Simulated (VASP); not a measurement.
# TiHg (P4/mmm) in VASP: notebook

The runs below take TiHg through electric field gradients, with LDA.

Everything below comes from runs of VASP 6.6.1. Logs are shortened: lines on timing, memory, paths and dates and some standing lists are left out, and cuts for length are marked.

### 1 The cell of the first run

It takes space group P4/mmm (No. 123, tetragonal). Conventional cell: a = 2.948 Å, b = 2.948 Å, c = 3.959 Å, α = 90.00°, β = 90.00°, γ = 90.00°. Within 3.8 Å of Ti (site symmetry 4/mmm) lie 8 Hg at 2.87 Å and 4 Ti at 2.95 Å. Within 3.8 Å of Hg (site symmetry 4/mmm) lie 8 Ti at 2.87 Å and 4 Hg at 2.95 Å.

### 2 Electric field gradients, LDA (17.20 Å³/atom)

Contents of INCAR:

```
ALGO = Normal
EDIFF = 1E-8
ENCUT = 520
GGA = CA
ISIF = 2
ISMEAR = -1
LASPH = True
LCHARG = False
LEFG = True
LREAL = False
LWAVE = False
NBANDS = 19
NELM = 100
PREC = Accurate
SIGMA = 0.08
```

Contents of KPOINTS:

```
k-points
0
Gamma
  14 14 10
```

Contents of POSCAR:

```
TiHg
1.0
    2.9475746011      0.0000000000      0.0000000000
    0.0000000000      2.9475746011      0.0000000000
    0.0000000000      0.0000000000      3.9585074653
Ti Hg
1 1
Direct
    0.5000000000      0.5000000000      0.5000000000
    0.0000000000      0.0000000000      0.0000000000
```

Potentials or basis: VASP PAW LDA potentials, release 64 (Ti_sv, Hg).

On the command line:

```console
> cat potpaw_LDA.64/Ti_sv/POTCAR potpaw_LDA.64/Hg/POTCAR > POTCAR
> mpirun -np 1 vasp_std > vasp.out
```

OUTCAR:

```text
EDIFF = 1E-8
   ENCUT = 520
   GGA = CA
   ISIF = 2
   ISMEAR = -1
   LASPH = True
   LREAL = False
   NELM = 100
   PREC = Accurate

 ion  position               nearest neighbor table
   1  0.500  0.500  0.500-   2 2.87   2 2.87   2 2.87   2 2.87   2 2.87   2 2.87   2 2.87   2 2.87

   2  0.000  0.000  0.000-   1 2.87   1 2.87   1 2.87   1 2.87   1 2.87   1 2.87   1 2.87   1 2.87

  LATTYP: Found a simple tetragonal cell.
 ALAT       =     2.9475746011
 C/A-ratio  =     1.3429710867

  Lattice vectors:

 A1 = (   2.9475746011,   0.0000000000,   0.0000000000)
 A2 = (   0.0000000000,   2.9475746011,   0.0000000000)
 A3 = (   0.0000000000,   0.0000000000,   3.9585074653)

Analysis of symmetry for initial positions (statically):
=====================================================================
 Subroutine PRICEL returns:
 Original cell was already a primitive cell.

 Routine SETGRP: Setting up the symmetry group for a
 simple tetragonal supercell.

 Subroutine GETGRP returns: Found 16 space group operations
 (whereof 16 operations were pure point group operations)
 out of a pool of 16 trial point group operations.

The static configuration has the point symmetry D_4h.

Analysis of symmetry for dynamics (positions and initial velocities):
=====================================================================
 Subroutine PRICEL returns:
 Original cell was already a primitive cell.

 Routine SETGRP: Setting up the symmetry group for a
 simple tetragonal supercell.

 Subroutine GETGRP returns: Found 16 space group operations
 (whereof 16 operations were pure point group operations)
 out of a pool of 16 trial point group operations.

The dynamic configuration has the point symmetry D_4h.

 Subroutine INISYM returns: Found 16 space group operations
 (whereof 16 operations are pure point group operations),
 and found     1 'primitive' translations

----------------------------------------------------------------------------------------

                                     Primitive cell

  volume of cell :      34.3923

  direct lattice vectors                    reciprocal lattice vectors
     2.947574601  0.000000000  0.000000000     0.339261982  0.000000000  0.000000000
     0.000000000  2.947574601  0.000000000     0.000000000  0.339261982  0.000000000
     0.000000000  0.000000000  3.958507465     0.000000000  0.000000000  0.252620466

  length of vectors
     2.947574601  2.947574601  3.958507465     0.339261982  0.339261982  0.252620466

  position of ions in fractional coordinates (direct lattice)
     0.500000000  0.500000000  0.500000000
     0.000000000  0.000000000  0.000000000

  ion indices of the primitive-cell ions
   primitive index   ion index
                 1           1
                 2           2

----------------------------------------------------------------------------------------

 KPOINTS: k-points

Automatic generation of k-mesh.
 Grid dimensions read from file:
 generate k-points for:   14   14   10

 Generating k-lattice:

  Cartesian coordinates                     Fractional coordinates (reciprocal lattice)
     0.024232999  0.000000000  0.000000000     0.071428571  0.000000000  0.000000000
     0.000000000  0.024232999  0.000000000     0.000000000  0.071428571  0.000000000
     0.000000000  0.000000000  0.025262047     0.000000000  0.000000000  0.100000000

  Length of vectors
     0.024232999  0.024232999  0.025262047

  Shift w.r.t. Gamma in fractional coordinates (k-lattice)
     0.000000000  0.000000000  0.000000000

 Subroutine IBZKPT returns following result:
 ===========================================

 Found    216 irreducible k-points:

 Following reciprocal coordinates:
            Coordinates               Weight
  0.000000  0.000000  0.000000      1.000000
  0.071429  0.000000  0.000000      4.000000
  0.142857  0.000000  0.000000      4.000000
  0.214286  0.000000  0.000000      4.000000
  0.285714  0.000000  0.000000      4.000000
  0.357143  0.000000  0.000000      4.000000
[... 16 lines left out ...]
  0.285714  0.214286  0.000000      8.000000
  0.357143  0.214286  0.000000      8.000000
 [... further k-points ...]
   k-points           NKPTS =    216   k-points in BZ     NKDIM =    216   number of bands    NBANDS=     19
   number of dos      NEDOS =    301   number of ions     NIONS =      2
   total plane-waves  NPLWV =  17280
   dimension x,y,z NGX =    24 NGY =   24 NGZ =   30
   dimension x,y,z NGXF=    48 NGYF=   48 NGZF=   60
   ions per type =               1   1
   NGX,Y,Z   is equivalent  to a cutoff of  13.54, 13.54, 12.60 a.u.
   NGXF,Y,Z  is equivalent  to a cutoff of  27.07, 27.07, 25.20 a.u.
 SYSTEM =  unknown system
   PREC   = accura    normal or accurate (medium, high low for compatibility)
   ISTART =      0    job   : 0-new  1-cont  2-samecut
   ICHARG =      2    charge: 1-file 2-atom 10-const
   ISPIN  =      1    spin polarized calculation?
   LNONCOLLINEAR =      F non collinear calculations
   LSORBIT =      F    spin-orbit coupling
   LASPH  =      T    aspherical Exc in radial PAW
   ENCUT  =  520.0 eV  38.22 Ry    6.18 a.u.   5.48  5.48  7.36*2*pi/ulx,y,z
   NELM   =    100;   NELMIN=  2; NELMDL= -5     # of ELM steps
   EDIFF  = 0.1E-07   stopping-criterion for ELM
   LREAL  =      F    real-space projection
   EDIFFG = 0.1E-06   stopping-criterion for IOM
   NSW    =      0    number of steps for IOM
   IBRION =     -1    ionic relax: 0-MD 1-quasi-New 2-CG
   NFREE  =      0    steps in history (QN), initial steepest desc. (CG)
   ISIF   =      2    stress and relaxation
   ISYM   =      2    0-nonsym 1-usesym 2-fastsym
   POTIM  = 0.5000    time-step for ionic-motion
   TEBEG  =    0.0;   TEEND  =   0.0 temperature during run
   PSTRESS=    0.0 pullay stress
   NELECT =      24.0000    total number of electrons
   NUPDOWN=      -1.0000    fix difference up-down
   EMIN   =  10.00;   EMAX   =-10.00  energy-range for DOS
   EFERMI =   0.00;   METHOD = LEGACY
   ISMEAR =    -1;   SIGMA  =   0.08  broadening in eV -4-tet -1-fermi 0-gaus
   EFERMI_NEDOS =   21; number of points for ismear=-14 and -15
   IALGO  =     38    algorithm
   IMIX   =      4    mixing-type and parameters
     AMIX     =   0.40;   BMIX     =  1.00
     AMIX_MAG =   1.60;   BMIX_MAG =  1.00
  volume/ion in A,a.u.               =      17.20       116.05
  Fermi-wavevector in a.u.,A,eV,Ry     =   1.452083  2.744040 28.688512  2.108546
  Thomas-Fermi vector in A             =   2.569506
   LORBIT       =      0    0 simple, 1 ext, 2 COOP (PROOUT), +10 PAW based schemes
   GGA     = CA    functional components
   LHFCALC =     F    Hartree Fock is set to
   AEXX    =    0.0000 exact exchange contribution
   IVDW    =     0    specifies the selected vdW correction
   LEPSILON=     F    determine dielectric tensor
   LRPA    =     F    only Hartree local field effects (RPA)
 non-spin polarized calculation
  energy-cutoff  :      520.00
  volume of cell :       34.39
 maximum number of plane-waves:       959
 NGX is ok and might be reduce to    24
   NGX = 11   NGY = 11   NGZ = 15

 number of electron      23.9999995 magnetization

 Free energy of the ion-electron system (eV)
  ---------------------------------------------------
  ext. energy  EPLUGINS =         0.00000000
  ---------------------------------------------------
  free energy    TOTEN  =        -9.86245897 eV

  energy without entropy =       -9.80964632  energy(sigma->0) =       -9.83605264

 E-fermi :   6.8836     XC(G=0): -12.4004

 val. band max:        6.8796542539   @ k =   0.3571   0.0000   0.5000
 cond. band min:       6.8846578478   @ k =   0.4286   0.4286   0.1000
 fundamental gap:      0.0050035939
 Fermi energy:         6.8835513709

 k-point     1 :       0.0000    0.0000    0.0000
  band No.  band energies     occupation
      1     -49.3750      2.00000
      2     -26.1656      2.00000
      3     -25.7861      2.00000
      4     -25.7861      2.00000
      5      -2.9571      2.00000
      6      -2.0661      2.00000
[... 11 lines left out ...]
     18      15.8977      0.00000
     19      15.8977      0.00000
[... 485 lines left out ...]
 k-point    24 :       0.3571    0.2143    0.0000
  band No.  band energies     occupation
      1     -49.3304      2.00000
      2     -26.1241      2.00000
      3     -26.0429      2.00000
      4     -25.8887      2.00000
      5      -1.2316      2.00000
      6      -1.1347      2.00000
[... 11 lines left out ...]
     18      14.5440      0.00000
     19      16.4398      0.00000

 [... further k-points ...]

------------------------ aborting loop because EDIFF is reached ----------------------------------------

  FORCE on cell =-STRESS in cart. coord.  units (eV):
  Direction    XX          YY          ZZ          XY          YZ          ZX
  --------------------------------------------------------------------------------------
  -------------------------------------------------------------------------------------
  Total        0.3365372      0.3365372      0.5890012      0.0000000      0.0000000      0.0000000
  in kB       15.6777068     15.6777068     27.4388363      0.0000000      0.0000000      0.0000000
  external PRESSURE =      19.5980833 kB  Pullay stress =       0.0000000 kB

 VOLUME and BASIS-vectors are now :
 -----------------------------------------------------------------------------
  energy-cutoff  :      520.00
  volume of cell :       34.39
      direct lattice vectors                 reciprocal lattice vectors
     2.947574601  0.000000000  0.000000000     0.339261982  0.000000000  0.000000000
     0.000000000  2.947574601  0.000000000     0.000000000  0.339261982  0.000000000
     0.000000000  0.000000000  3.958507465     0.000000000  0.000000000  0.252620466

 POSITION                                       TOTAL-FORCE (eV/Angst)
 -----------------------------------------------------------------------------------
      1.47379      1.47379      1.97925         0.000000      0.000000      0.000000
      0.00000      0.00000      0.00000         0.000000      0.000000      0.000000
 -----------------------------------------------------------------------------------
    total drift:                                0.000000      0.000000     -0.000000

  FREE ENERGIE OF THE ION-ELECTRON SYSTEM (eV)
  ---------------------------------------------------
  free  energy   TOTEN  =        -9.8624589673 eV

  energy  without entropy=       -9.8096463221  energy(sigma->0) =       -9.83605264

 Electric field gradients (V/A^2)
---------------------------------------------------------------------
 ion       V_xx      V_yy      V_zz      V_xy      V_xz      V_yz
---------------------------------------------------------------------
   1     -12.358   -12.358    24.716    -0.000     0.000    -0.000
   2     112.886   112.886  -225.773    -0.000     0.000     0.000
---------------------------------------------------------------------

 Electric field gradients after diagonalization (V/A^2)
 (convention: |V_zz| > |V_xx| > |V_yy|)
----------------------------------------------------------------------
 ion       V_xx      V_yy      V_zz     asymmetry (V_yy - V_xx)/ V_zz
----------------------------------------------------------------------
   1     -12.358   -12.358    24.716       0.000
   2     112.886   112.886  -225.773       0.000
----------------------------------------------------------------------

           NMR quadrupolar parameters

 Cq : quadrupolar parameter    Cq=e*Q*V_zz/h
 eta: asymmetry parameters     (V_yy - V_xx)/ V_zz
 Q  : nuclear electric quadrupole moment in mb (millibarn)
----------------------------------------------------------------------
 ion       Cq(MHz)       eta       Q (mb)
----------------------------------------------------------------------
   1       0.060       0.000       1.000
   2      -0.546       0.000       1.000
----------------------------------------------------------------------
```

It took 69 s on 1 thread of Intel Xeon Platinum 8488C (Sapphire Rapids), shared host; peak memory 0.25 GiB.

What came out:

```yaml
Free_energy: -9.8625 eV
Pressure: 2.0 GPa
Band_gap_on_the_k_mesh: zero (bands 12 and 13 overlap by 1.23 eV)
Largest_electric_field_gradient_by_atom: Ti +24.7; Hg -225.8 V/Å²
```

Stress tensor (GPa, compression positive):
```
1.57 0.00 0.00
0.00 1.57 0.00
0.00 0.00 2.74
```

Levels at points of the mesh, in eV from the Fermi level:
| k point | band 9 | band 10 | band 11 | band 12 | band 13 | band 14 | band 15 | band 16 |
| --- | --- | --- | --- | --- | --- | --- | --- | --- |
| (0.00, 0.00, 0.00) | -7.19 | -6.64 | -0.50 | -0.28 | 1.33 | 2.11 | 2.11 | 2.65 |
| (0.50, 0.00, 0.00) | -6.97 | -3.99 | -3.43 | -1.18 | -0.50 | 1.20 | 1.86 | 3.88 |
| (0.50, 0.50, 0.00) | -5.83 | -2.15 | 0.29 | 0.29 | 1.33 | 1.33 | 1.53 | 3.46 |
| (0.00, 0.00, 0.50) | -6.62 | -6.58 | -4.83 | -0.83 | 0.76 | 1.26 | 1.26 | 2.57 |
| (0.50, 0.00, 0.50) | -7.05 | -3.64 | -1.85 | -0.74 | -0.25 | 1.74 | 2.13 | 2.14 |
| (0.50, 0.50, 0.50) | -5.83 | -2.28 | -1.88 | -1.88 | 1.56 | 1.71 | 3.46 | 6.10 |

Electric field gradients, principal values (V/Å²):
| atom | least | middle | greatest (by size) |
| --- | --- | --- | --- |
| 1 Ti | -12.358 | -12.358 | 24.716 |
| 2 Hg | 112.886 | 112.886 | -225.773 |

Caveat: without QUAD_EFG the Cq values of the log hold for a quadrupole moment of 1 mb, not for the nuclei; spin-orbit coupling is left out, which moves the levels of the heavy elements.

(Continued in part 2 of 3.)
